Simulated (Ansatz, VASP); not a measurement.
# Ba: VASP beside Ansatz

```
Ba
1.0
     7.35303    0.00000    0.00000
    -3.67651    6.36791    0.00000
     0.00000    0.00000    4.36810
Ba
3
Cartesian
  0.0000 0.0000 0.0000
  0.0000 4.2453 2.1841
  3.6765 2.1226 2.1841
```

Alike in both runs: task single point; functional revPBE; k mesh 6 × 6 × 8; occupations fermi-dirac, width 0.1 eV; no spin polarisation.

```csv
,VASP,Ansatz
version,VASP 6.6.1,Ansatz 0.2.0
potentials or method,"VASP PAW PBE potentials, release 64 (Ba_sv), cutoff 520 eV","plane waves (420 eV) with PAW, scalar-relativistic"
valence electrons in the cell,30,30
```

|  | VASP | Ansatz | Ansatz less VASP |
| --- | --- | --- | --- |
| pressure (GPa) | 0.0 | 0.0 | -0.04 |

VASP's potentials were made for PBE, not for revPBE. With one functional, cell and mesh, what is left measures potentials, basis and numerics.

Spin-orbit coupling is off throughout.
